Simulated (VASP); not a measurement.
Set up this calculation in VASP 6.6.1, as the native input.

- Task: single point
- Functional: PBE
- Potentials or basis: VASP PAW PBE potentials, release 64 (Mg, S)
- Cutoff: 520 eV
- k mesh: 6 × 6 × 4
- Occupations: gaussian, width 0.1 eV
- Spin: no spin polarisation
- Dipole correction: no
- Further INCAR settings: ALGO = Normal; EDIFF = 1e-07; NBANDS = 11

The structure of MgS lies in POSCAR:

```
MgS
1.0
    3.1198067000      0.0000000000      0.0000000000
    0.0000000000      3.1198067000      0.0000000000
    0.0000000000      0.0000000000      4.2301085700
Mg S
1 1
Direct
    0.0000000000      0.0000000000      0.0000000000
    0.5000000000      0.5000000000      0.5000000000
```

These files were run (other wordings do the same):

INCAR

```
ALGO = Normal
EDIFF = 1E-7
ENCUT = 520
GGA = PE
ISIF = 2
ISMEAR = 0
LASPH = T
LCHARG = F
LREAL = F
LWAVE = F
NBANDS = 11
NELM = 80
PREC = Accurate
SIGMA = 0.1
```

KPOINTS

```
k-points
0
Gamma
  6 6 4
```

Potentials or basis: VASP PAW PBE potentials, release 64 (Mg, S).

Run with:

```sh
$ cat potpaw_PBE.64/Mg/POTCAR potpaw_PBE.64/S/POTCAR > POTCAR
$ mpirun -np 1 vasp_std > vasp.out
```

Results of the run:

```yaml
Pressure: -5.5 GPa
Band_gap_on_the_k_mesh: zero (band 4 reaches 4.85 eV, above the bottom of band 5 at 3.58 eV)
```

Caveat: the k points lie up to 0.37 Å⁻¹ apart.

It took 11 s on 1 thread of Intel Xeon 8259CL, with other jobs on the host, peak memory 0.15 GiB.
